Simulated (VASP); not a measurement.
**ZrAl2: single point with PBE**

System: ZrAl2.

```xyz
24
Lattice="7.7016 0.1690 -0.1319 0.1690 7.7666 0.1815 -0.1319 0.1815 7.7043" Properties=species:S:1:pos:R:3 pbc="T T T"
Al    3.2452    2.0518    0.6277
Al    0.9312    1.3014    2.8372
Al    5.8694    2.0825    1.2367
Al    3.4701    6.6328    4.9010
Al    5.0485    3.2060    6.3396
Al    7.5079    7.8910    0.5829
Al    4.9876    6.3421    2.7723
Al    6.9759    3.9210    2.7855
Al    1.8338    4.0861    1.8124
Al    5.5180    0.8729    4.7897
Al    7.5915    2.7861    4.9818
Al    1.4265    4.9349    4.3069
Al    0.6872    2.3935    7.6494
Al    3.7872    1.0292    2.8814
Al   -0.1762    6.6980    3.1603
Al    4.5378    4.7802    0.7640
Zr    0.7349    7.4259    5.7996
Zr    6.2598    5.5661    5.2121
Zr    4.0965    3.6368    3.5530
Zr    2.6990    1.6632    5.6012
Zr    2.3583    6.8178    1.6014
Zr    2.2577    4.5653    6.7217
Zr    4.7529    7.6519    7.5662
Zr    7.2287    4.9967    0.2269
```

```yaml
Program: VASP 6.6.1
Task: single point
Functional: PBE
Potentials_or_basis: VASP PAW PBE potentials, release 64 (Al, Zr_sv)
Cutoff: 400 eV
k_mesh: 1 × 1 × 1, shifted
Occupations: fermi-dirac, width 0.05 eV
Spin: no spin polarisation
Dipole_correction: no
Further_INCAR_settings: LREAL = Auto; ALGO = Normal; EDIFF = 1e-06; NBANDS = 90; ISYM = -1
```

```yaml
Pressure: 0.6 GPa
Largest_force: 1.077 eV/Å
```

Forces in eV/Å, atoms in the order of the input:
```
Al   0.633  0.317 -0.023
Al   0.081  0.281  0.269
Al   0.103  0.487  0.291
Al  -0.015  0.025  0.353
Al  -0.174 -0.204  0.553
Al   0.203 -0.264  0.314
Al   0.006 -0.348 -0.574
Al  -0.204  0.270 -0.052
Al   0.015 -0.576  0.030
Al   0.367 -0.233  0.219
Al   0.150  0.079  0.442
Al   0.022 -0.210 -0.958
Al  -0.674 -0.211 -0.036
Al  -0.572 -0.838 -0.360
Al   0.035  0.121 -0.438
Al  -0.690 -0.321  0.173
Zr  -0.184  0.120 -0.011
Zr   0.272 -0.009 -0.040
Zr  -0.047  0.765  0.244
Zr   0.297  0.512 -0.199
Zr   0.466  0.300  0.213
Zr   0.262 -0.021  0.412
Zr  -0.572 -0.317 -0.343
Zr   0.221  0.276 -0.479
```

Stress tensor (GPa, compression positive):
```
 1.84  2.10  3.13
 2.10 -2.01 -1.48
 3.13 -1.48  1.87
```

Levels at points of the mesh, in eV from the Fermi level:
```csv
k point,band 69,band 70,band 71,band 72,band 73,band 74,band 75,band 76
"(0.25, 0.25, 0.25)",-0.49,-0.41,-0.25,-0.07,0.07,0.23,0.39,0.49
```

Wall time 50 s on 1 thread of AMD EPYC 9R45 96-Core Processor (Zen 5), on a shared host, peak memory 0.3 GiB.

Caveat: the atoms stand as in a frame of molecular dynamics.
